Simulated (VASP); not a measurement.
# Na (P6_3/mmc) in VASP: a series of runs

The runs below take Na through single point, with LDA.

Program: VASP 6.6.1. These are calculated values, not measurements. Logs are shortened: lines on timing, memory, paths and dates and some standing lists are left out, and cuts for length are marked.

### 1 The cell of the first run

Symmetry: P6_3/mmc, No. 194, hexagonal system. Conventional cell: a = 3.650 Å, b = 3.650 Å, c = 12.368 Å, α = 90.00°, β = 90.00°, γ = 120.00°. Na (site symmetry -6m2) has 12 Na at 3.65 to 3.74 Å within 4.8 Å. Na (site symmetry -3m) has 12 Na at 3.65 to 3.74 Å within 4.8 Å.

### 2 Single point, LDA

Contents of INCAR:

```
ALGO = Fast
EDIFF = 1E-6
ENCUT = 520
GGA = CA
ISIF = 2
ISMEAR = -1
LASPH = T
LCHARG = F
LREAL = F
LWAVE = F
NBANDS = 22
NELM = 80
PREC = Accurate
SIGMA = 0.05
```

Contents of KPOINTS:

```
k-points
0
Gamma
  8 8 3
```

Contents of POSCAR:

```
Na
1.0
    3.6503718133      0.0000000000      0.0000000000
   -1.8251859066      3.1613147235      0.0000000000
    0.0000000000      0.0000000000     12.3678775047
Na
4
Direct
    0.6666666667      0.3333333333      0.7500000000
    0.0000000000      0.0000000000      0.5000000000
    0.3333333333      0.6666666667      0.2500000000
    0.0000000000      0.0000000000      0.0000000000
```

Potentials or basis: VASP PAW LDA potentials, release 64 (Na_pv).

On the command line:

```sh
$ cat potpaw_LDA.64/Na_pv/POTCAR > POTCAR
$ mpirun -np 1 vasp_std > vasp.out
```

OUTCAR:

```text
EDIFF = 1E-6
   ENCUT = 520
   GGA = CA
   ISIF = 2
   ISMEAR = -1
   LASPH = T
   LREAL = F
   NELM = 80
   PREC = Accurate

 ion  position               nearest neighbor table
   1  0.667  0.333  0.750-
   2  0.000  0.000  0.500-
   3  0.333  0.667  0.250-
   4  0.000  0.000  0.000-

  LATTYP: Found a hexagonal cell.
 ALAT       =     3.6503718133
 C/A-ratio  =     3.3881144544

  Lattice vectors:

 A1 = (   3.6503718133,   0.0000000000,   0.0000000000)
 A2 = (  -1.8251859066,   3.1613147235,   0.0000000000)
 A3 = (   0.0000000000,   0.0000000000,  12.3678775047)

Analysis of symmetry for initial positions (statically):
=====================================================================
 Subroutine PRICEL returns:
 Original cell was already a primitive cell.

 Routine SETGRP: Setting up the symmetry group for a
 hexagonal supercell.

 Subroutine GETGRP returns: Found 24 space group operations
 (whereof 12 operations were pure point group operations)
 out of a pool of 24 trial point group operations.

The static configuration has the point symmetry D_3d.
 The point group associated with its full space group is D_6h.

Analysis of symmetry for dynamics (positions and initial velocities):
=====================================================================
 Subroutine PRICEL returns:
 Original cell was already a primitive cell.

 Routine SETGRP: Setting up the symmetry group for a
 hexagonal supercell.

 Subroutine GETGRP returns: Found 24 space group operations
 (whereof 12 operations were pure point group operations)
 out of a pool of 24 trial point group operations.

The dynamic configuration has the point symmetry D_3d.
 The point group associated with its full space group is D_6h.

 Subroutine INISYM returns: Found 24 space group operations
 (whereof 12 operations are pure point group operations),
 and found     1 'primitive' translations

----------------------------------------------------------------------------------------

                                     Primitive cell

  volume of cell :     142.7250

  direct lattice vectors                    reciprocal lattice vectors
     3.650371813  0.000000000  0.000000000     0.273944697  0.158162045  0.000000000
    -1.825185907  3.161314723  0.000000000     0.000000000  0.316324089  0.000000000
     0.000000000  0.000000000 12.367877505     0.000000000  0.000000000  0.080854617

  length of vectors
     3.650371813  3.650371813 12.367877505     0.316324089  0.316324089  0.080854617

  position of ions in fractional coordinates (direct lattice)
     0.666666667  0.333333333  0.750000000
     0.000000000  0.000000000  0.500000000
     0.333333333  0.666666667  0.250000000
     0.000000000  0.000000000  0.000000000

  ion indices of the primitive-cell ions
   primitive index   ion index
                 1           1
                 2           2
                 3           3
                 4           4

----------------------------------------------------------------------------------------

 KPOINTS: k-points

Automatic generation of k-mesh.
 Grid dimensions read from file:
 generate k-points for:    8    8    3

 Generating k-lattice:

  Cartesian coordinates                     Fractional coordinates (reciprocal lattice)
     0.034243087  0.019770256  0.000000000     0.125000000 -0.000000000  0.000000000
     0.000000000  0.039540511  0.000000000     0.000000000  0.125000000  0.000000000
     0.000000000  0.000000000  0.026951539     0.000000000  0.000000000  0.333333333

  Length of vectors
     0.039540511  0.039540511  0.026951539

  Shift w.r.t. Gamma in fractional coordinates (k-lattice)
     0.000000000  0.000000000  0.000000000

 Subroutine IBZKPT returns following result:
 ===========================================

 Found     20 irreducible k-points:

 Following reciprocal coordinates:
            Coordinates               Weight
  0.000000  0.000000  0.000000      1.000000
  0.125000  0.000000  0.000000      6.000000
  0.250000  0.000000  0.000000      6.000000
  0.375000  0.000000  0.000000      6.000000
  0.500000  0.000000  0.000000      3.000000
  0.125000  0.125000  0.000000      6.000000
[... 12 lines left out ...]
  0.250000  0.250000  0.333333     12.000000
  0.375000  0.250000  0.333333     12.000000
   k-points           NKPTS =     20   k-points in BZ     NKDIM =     20   number of bands    NBANDS=     22
   number of dos      NEDOS =    301   number of ions     NIONS =      4
   total plane-waves  NPLWV =  75264
   dimension x,y,z NGX =    28 NGY =   28 NGZ =   96
   dimension x,y,z NGXF=    56 NGYF=   56 NGZF=  192
   ions per type =               4
   NGX,Y,Z   is equivalent  to a cutoff of  12.75, 12.75, 12.90 a.u.
   NGXF,Y,Z  is equivalent  to a cutoff of  25.50, 25.50, 25.81 a.u.
 SYSTEM =  unknown system
   PREC   = accura    normal or accurate (medium, high low for compatibility)
   ISTART =      0    job   : 0-new  1-cont  2-samecut
[... 39 lines left out ...]
 RMM-DIIS sequential band-by-band and
  energy-cutoff  :      520.00
  volume of cell :      142.72
 maximum number of plane-waves:      3858
 NGX is ok and might be reduce to    28
   NGX = 13   NGY = 13   NGZ = 45

 number of electron      28.0000021 magnetization

 Free energy of the ion-electron system (eV)
  ---------------------------------------------------
  ext. energy  EPLUGINS =         0.00000000
  ---------------------------------------------------
  free energy    TOTEN  =        -5.78979671 eV

  energy without entropy =       -5.77216295  energy(sigma->0) =       -5.78097983

 E-fermi :   0.2555     XC(G=0):  -6.8352

 val. band max:        0.1712695792   @ k =   0.2500   0.2500   0.3333
 cond. band min:       0.3034670016   @ k =   0.2500   0.1250   0.3333
 fundamental gap:      0.1321974224
 Fermi energy:         0.2554800270

 k-point     1 :       0.0000    0.0000    0.0000
  band No.  band energies     occupation
      1     -24.6793      2.00000
      2     -24.6610      2.00000
      3     -24.6607      2.00000
      4     -24.6465      2.00000
      5     -24.6465      2.00000
      6     -24.6442      2.00000
[... 14 lines left out ...]
     21      10.7926      0.00000
     22      10.9530      0.00000

 k-point     2 :       0.1250    0.0000    0.0000
  band No.  band energies     occupation
      1     -24.6773      2.00000
      2     -24.6615      2.00000
      3     -24.6612      2.00000
      4     -24.6515      2.00000
      5     -24.6484      2.00000
      6     -24.6481      2.00000
[... 14 lines left out ...]
     21       8.7995      0.00000
     22       8.8606      0.00000

 k-point     3 :       0.2500    0.0000    0.0000
  band No.  band energies     occupation
      1     -24.6723      2.00000
      2     -24.6676      2.00000
      3     -24.6668      2.00000
      4     -24.6631      2.00000
      5     -24.6604      2.00000
      6     -24.6534      2.00000
[... 14 lines left out ...]
     21       6.5124      0.00000
     22       6.6112      0.00000

 k-point     4 :       0.3750    0.0000    0.0000
  band No.  band energies     occupation
      1     -24.6791      2.00000
      2     -24.6782      2.00000
      3     -24.6746      2.00000
      4     -24.6729      2.00000
      5     -24.6646      2.00000
      6     -24.6550      2.00000
[... 14 lines left out ...]
     21       6.1284      0.00000
     22       6.4734      0.00000

 k-point     5 :       0.5000    0.0000    0.0000
  band No.  band energies     occupation
      1     -24.6842      2.00000
      2     -24.6829      2.00000
      3     -24.6794      2.00000
      4     -24.6780      2.00000
      5     -24.6599      2.00000
      6     -24.6565      2.00000
[... 317 lines left out ...]
 k-point    18 :       0.3750    0.1250    0.3333
  band No.  band energies     occupation
      1     -24.6806      2.00000
      2     -24.6797      2.00000
      3     -24.6773      2.00000
      4     -24.6765      2.00000
      5     -24.6604      2.00000
      6     -24.6593      2.00000
[... 14 lines left out ...]
     21       4.9291      0.00000
     22       5.5553      0.00000

 k-point    19 :       0.2500    0.2500    0.3333
  band No.  band energies     occupation
      1     -24.6759      2.00000
      2     -24.6756      2.00000
      3     -24.6747      2.00000
      4     -24.6735      2.00000
      5     -24.6630      2.00000
      6     -24.6627      2.00000
[... 14 lines left out ...]
     21       4.7423      0.00000
     22       5.1427      0.00000

 k-point    20 :       0.3750    0.2500    0.3333
  band No.  band energies     occupation
      1     -24.6770      2.00000
      2     -24.6763      2.00000
      3     -24.6736      2.00000
      4     -24.6734      2.00000
      5     -24.6666      2.00000
      6     -24.6663      2.00000
[... 14 lines left out ...]
     21       4.0861      0.00000
     22       4.2286      0.00000

------------------------ aborting loop because EDIFF is reached ----------------------------------------

  FORCE on cell =-STRESS in cart. coord.  units (eV):
  Direction    XX          YY          ZZ          XY          YZ          ZX
  --------------------------------------------------------------------------------------
  -------------------------------------------------------------------------------------
  Total       -0.2342077     -0.2342077     -1.1242399     -0.0000000     -0.0000000      0.0000000
  in kB       -2.6291281     -2.6291281    -12.6202962     -0.0000000     -0.0000000      0.0000000
  external PRESSURE =      -5.9595175 kB  Pullay stress =       0.0000000 kB

 VOLUME and BASIS-vectors are now :
 -----------------------------------------------------------------------------
  energy-cutoff  :      520.00
  volume of cell :      142.72
      direct lattice vectors                 reciprocal lattice vectors
     3.650371813  0.000000000  0.000000000     0.273944697  0.158162045  0.000000000
    -1.825185907  3.161314723  0.000000000     0.000000000  0.316324089  0.000000000
     0.000000000  0.000000000 12.367877505     0.000000000  0.000000000  0.080854617

 POSITION                                       TOTAL-FORCE (eV/Angst)
 -----------------------------------------------------------------------------------
      1.82519      1.05377      9.27591         0.000000     -0.000000      0.000000
      0.00000      0.00000      6.18394         0.000000      0.000000     -0.000000
     -0.00000      2.10754      3.09197        -0.000000      0.000000      0.000000
      0.00000      0.00000      0.00000         0.000000      0.000000     -0.000000
 -----------------------------------------------------------------------------------
    total drift:                                0.000000     -0.000000      0.000000

  FREE ENERGIE OF THE ION-ELECTRON SYSTEM (eV)
  ---------------------------------------------------
  free  energy   TOTEN  =        -5.7897967103 eV

  energy  without entropy=       -5.7721629531  energy(sigma->0) =       -5.78097983
```

Wall time 28 s (1 thread of Intel Xeon 6975P-C (Granite Rapids), shared host); peak memory 0.21 GiB.

What came out:

```yaml
Free_energy: -5.7898 eV
Pressure: -0.6 GPa
Band_gap_on_the_k_mesh: zero (band 14 reaches 1.44 eV, above the bottom of band 15 at -2.09 eV)
```

### 3 Single point, LDA

This run uses another cell than the first one, of 36.42 Å³/atom, 1.021 times its volume.

Contents of INCAR:

```
ALGO = Fast
EDIFF = 1E-6
ENCUT = 520
ISIF = 2
ISMEAR = -1
LASPH = True
LCHARG = True
LELF = True
LREAL = False
LVHAR = True
LWAVE = False
NBANDS = 22
NELM = 60
PREC = Accurate
SIGMA = 0.05
```

KPOINTS is that of step 2.

Contents of POSCAR:

```
Na
1.0
    3.6755475868      0.0000000000      0.0000000000
   -1.8377737934      3.1831175830      0.0000000000
    0.0000000000      0.0000000000     12.4531759071
Na
4
Direct
    0.6666666667      0.3333333333      0.7500000000
    0.0000000000      0.0000000000      0.5000000000
    0.3333333333      0.6666666667      0.2500000000
    0.0000000000      0.0000000000      0.0000000000
```

Potentials or basis: VASP PAW LDA potentials, release 64 (Na_pv).

On the command line:

```sh
$ cat potpaw_LDA.64/Na_pv/POTCAR > POTCAR
$ mpirun -np 1 vasp_std > vasp.out
```

Run time: 29 s. Hardware: 1 thread of Intel Xeon 6975P-C (Granite Rapids), shared host; peak memory 0.21 GiB.

Results (log left out):

| Item | Value |
| --- | --- |
| Free energy | -5.7787 eV |
| Pressure | -0.7 GPa |
| Band gap on the k mesh | zero (band 14 reaches 1.37 eV, above the bottom of band 15 at -2.12 eV) |

Stress tensor (GPa, compression positive):
```
-0.41  0.00  0.00
 0.00 -0.41  0.00
 0.00  0.00 -1.37
```

Levels at points of the mesh, in eV from the Fermi level:
| k point | band 12 | band 13 | band 14 | band 15 | band 16 | band 17 |
| --- | --- | --- | --- | --- | --- | --- |
| (0.00, 0.00, 0.00) | -24.91 | -3.31 | -2.31 | -2.31 | 0.44 | 0.72 |
| (0.50, 0.00, 0.00) | -24.92 | 0.37 | 0.42 | 1.13 | 1.20 | 1.51 |

### 4 Single point, LDA

This run uses another cell than the first one, of 37.17 Å³/atom, 1.042 times its volume.

Contents of INCAR:

```
PREC     = Accurate       # precision mode
ENCUT    = 520            # plane-wave cutoff, eV
EDIFF    = 1E-6           # SCF threshold, eV
ISMEAR   = -1             # smearing method
SIGMA    = 0.05           # smearing width, eV
LREAL    = F              # projectors in reciprocal space
LASPH    = T              # aspherical terms in the spheres
NELM     = 60             # most SCF steps
ALGO     = Normal         # electronic algorithm
ISIF     = 2              # what is computed and relaxed
LWAVE    = F              # write WAVECAR
LCHARG   = T              # write CHGCAR
GGA      = CA             # functional
LELF     = T              # ELF
LVHAR    = T            
NBANDS   = 22             # bands
```

Contents of KPOINTS:

```
regular mesh
0
Gamma
  8 8 3
```

Contents of POSCAR:

```
Na
1.0
    3.7003831212      0.0000000000      0.0000000000
   -1.8501915606      3.2046257867      0.0000000000
    0.0000000000      0.0000000000     12.5373215400
Na
4
Direct
    0.6666666667      0.3333333333      0.7500000000
    0.0000000000      0.0000000000      0.5000000000
    0.3333333333      0.6666666667      0.2500000000
    0.0000000000      0.0000000000      0.0000000000
```

On the command line:

```sh
$ cat potpaw_LDA.64/Na_pv/POTCAR > POTCAR
$ mpirun -np 1 vasp_std > vasp.out
```

Run time: 23 s. Hardware: 1 thread of Intel Xeon 6975P-C (Granite Rapids), shared host; peak memory 0.21 GiB.

The run converged. Its results:

```yaml
Free_energy: -5.7652 eV
Pressure: -0.8 GPa
Band_gap_on_the_k_mesh: zero (band 14 reaches 1.30 eV, above the bottom of band 15 at -2.14 eV)
```

Stress tensor (GPa, compression positive):
```
-0.49  0.00  0.00
 0.00 -0.49  0.00
 0.00  0.00 -1.41
```

Levels at points of the mesh, in eV from the Fermi level:
| k point | band 11 | band 12 | band 13 | band 14 | band 15 | band 16 | band 17 | band 18 |
| --- | --- | --- | --- | --- | --- | --- | --- | --- |
| (0.00, 0.00, 0.00) | -24.93 | -24.93 | -3.26 | -2.28 | -2.28 | 0.44 | 0.70 | 5.11 |
| (0.50, 0.00, 0.00) | -24.94 | -24.93 | 0.37 | 0.41 | 1.13 | 1.19 | 1.49 | 1.55 |

### 5 Single point, LDA

This run uses another cell than the first one, of 37.91 Å³/atom, 1.062 times its volume.

Contents of INCAR:

```
ALGO     = Normal         # electronic algorithm
EDIFF    = 1E-6           # SCF threshold, eV
ENCUT    = 520            # plane-wave cutoff, eV
GGA      = CA             # functional
ISIF     = 2              # what is computed and relaxed
ISMEAR   = -1             # smearing method
LASPH    = T              # aspherical terms in the spheres
LCHARG   = T              # write CHGCAR
LELF     = T              # ELF
LREAL    = F              # projectors in reciprocal space
LVHAR    = T            
LWAVE    = F              # write WAVECAR
NBANDS   = 22             # bands
NELM     = 60             # most SCF steps
PREC     = Accurate       # precision mode
SIGMA    = 0.05           # smearing width, eV
```

Contents of KPOINTS:

```
k-points
0
Gamma
  8 8 3
```

Contents of POSCAR:

```
Na
1.0
    3.7248896839      0.0000000000      0.0000000000
   -1.8624448419      3.2258490925      0.0000000000
    0.0000000000      0.0000000000     12.6203525792
Na
4
Direct
    0.6666666667      0.3333333333      0.7500000000
    0.0000000000      0.0000000000      0.5000000000
    0.3333333333      0.6666666667      0.2500000000
    0.0000000000      0.0000000000      0.0000000000
```

On the command line:

```sh
$ cat potpaw_LDA.64/Na_pv/POTCAR > POTCAR
$ mpirun -np 1 vasp_std > vasp.out
```

Run time: 22 s. Hardware: 1 thread of Intel Xeon 6975P-C (Granite Rapids), shared host; peak memory 0.21 GiB.

Results (log left out):

- Free energy: -5.7494 eV
- Pressure: -0.9 GPa
- Band gap on the k mesh: zero (band 14 reaches 1.23 eV, above the bottom of band 15 at -2.17 eV)

Stress tensor (GPa, compression positive):
```
-0.60  0.00  0.00
 0.00 -0.60  0.00
 0.00  0.00 -1.48
```

Levels at points of the mesh, in eV from the Fermi level:
```
           k point  band 10  band 11  band 12  band 13  band 14  band 15  band 16  band 17  band 18  band 19
(0.00, 0.00, 0.00)   -24.95   -24.95   -24.95    -3.22    -2.25    -2.25     0.44     0.68     5.05     5.05
(0.50, 0.00, 0.00)   -24.95   -24.95   -24.95     0.36     0.40     1.12     1.18     1.47     1.53     3.79
```

### 6 Single point, LDA

This run uses another cell than the first one, of 38.65 Å³/atom, 1.083 times its volume.

Contents of INCAR:

```
PREC = Accurate
ENCUT = 520
EDIFF = 1E-6
ISMEAR = -1
SIGMA = 0.05
LREAL = F
LASPH = T
NELM = 80
ALGO = Normal
ISIF = 2
LWAVE = F
LCHARG = T
GGA = CA
LELF = T
LVHAR = T
NBANDS = 22
```

Contents of KPOINTS:

```
Automatic mesh
0
Gamma
  8 8 3
```

Contents of POSCAR:

```
Na
1.0
    3.7490779570      0.0000000000      0.0000000000
   -1.8745389785      3.2467967515      0.0000000000
    0.0000000000      0.0000000000     12.7023052170
Na
4
Direct
    0.6666666667      0.3333333333      0.7500000000
    0.0000000000      0.0000000000      0.5000000000
    0.3333333333      0.6666666667      0.2500000000
    0.0000000000      0.0000000000      0.0000000000
```

Potentials or basis: VASP PAW LDA potentials, release 64 (Na_pv).

On the command line:

```sh
$ cat potpaw_LDA.64/Na_pv/POTCAR > POTCAR
$ mpirun -np 1 vasp_std > vasp.out
```

It took 23 s on 1 thread of Intel Xeon 6975P-C (Granite Rapids), shared host; peak memory 0.21 GiB.

The run converged. Its results:

| Quantity | Value |
| --- | --- |
| Free energy | -5.7316 eV |
| Pressure | -1.0 GPa |
| Band gap on the k mesh | zero (band 14 reaches 1.16 eV, above the bottom of band 15 at -2.19 eV) |

Stress tensor (GPa, compression positive):
```
-0.72  0.00  0.00
 0.00 -0.72  0.00
 0.00  0.00 -1.57
```

Levels at points of the mesh, in eV from the Fermi level:
| k point | band 12 | band 13 | band 14 | band 15 | band 16 | band 17 |
| --- | --- | --- | --- | --- | --- | --- |
| (0.00, 0.00, 0.00) | -24.96 | -3.18 | -2.23 | -2.23 | 0.45 | 0.67 |
| (0.50, 0.00, 0.00) | -24.97 | 0.36 | 0.40 | 1.11 | 1.16 | 1.45 |

### 7 The runs side by side

| cell | gap on the mesh (eV) | pressure (GPa) |
| --- | --- | --- |
| a = 3.650, b = 3.650, c = 12.368 Å, angles 90.0, 90.0, 120.0°, 4 atoms | none | -0.6 |
| a = 3.676, b = 3.676, c = 12.453 Å, angles 90.0, 90.0, 120.0°, 4 atoms | none | -0.7 |
| a = 3.700, b = 3.700, c = 12.537 Å, angles 90.0, 90.0, 120.0°, 4 atoms | none | -0.8 |
| a = 3.725, b = 3.725, c = 12.620 Å, angles 90.0, 90.0, 120.0°, 4 atoms | none | -0.9 |
| a = 3.749, b = 3.749, c = 12.702 Å, angles 90.0, 90.0, 120.0°, 4 atoms | none | -1.0 |

Alike in all rows: task single point; level LDA; potentials or basis VASP PAW LDA potentials, release 64 (Na_pv); no spin polarisation; k mesh 8 × 8 × 3; cutoff (eV) 520; smearing fermi-dirac 0.05 eV.

Absolute energies hang on the potentials; compare differences alone.
